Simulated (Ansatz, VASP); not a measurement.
# One calculation of Ir, two programs

```
CELL_PARAMETERS angstrom
0.00000 1.91970 1.91970
1.91970 0.00000 1.91970
1.91970 1.91970 0.00000
ATOMIC_POSITIONS crystal
Ir 0.00000 0.00000 0.00000
```

Alike in both runs: task single point; functional r2SCAN; k mesh 24 × 24 × 24; occupations gaussian, width 0.15 eV; no spin polarisation.

|  | VASP | Ansatz |
| --- | --- | --- |
| version | VASP 6.6.1 | Ansatz 0.2.0 |
| potentials or method | VASP PAW PBE potentials, release 64 (Ir_sv_GW), cutoff 550 eV | scalar-relativistic, plane waves, PAW |
| valence electrons in the cell | 17 | 17 |

|  | VASP | Ansatz | Ansatz less VASP |
| --- | --- | --- | --- |
| gap on the k mesh at the Fermi level (eV) | none | none | - |
| pressure (GPa) | -0.7 | 1.5 | +2.16 |

VASP's potentials were made for PBE, not for r2SCAN. A gap of «none» marks a metal or a gap that the smearing closes. The functional is the same, so the differences come from potentials, cutoffs and numerics.

Neither program's run includes spin-orbit coupling.
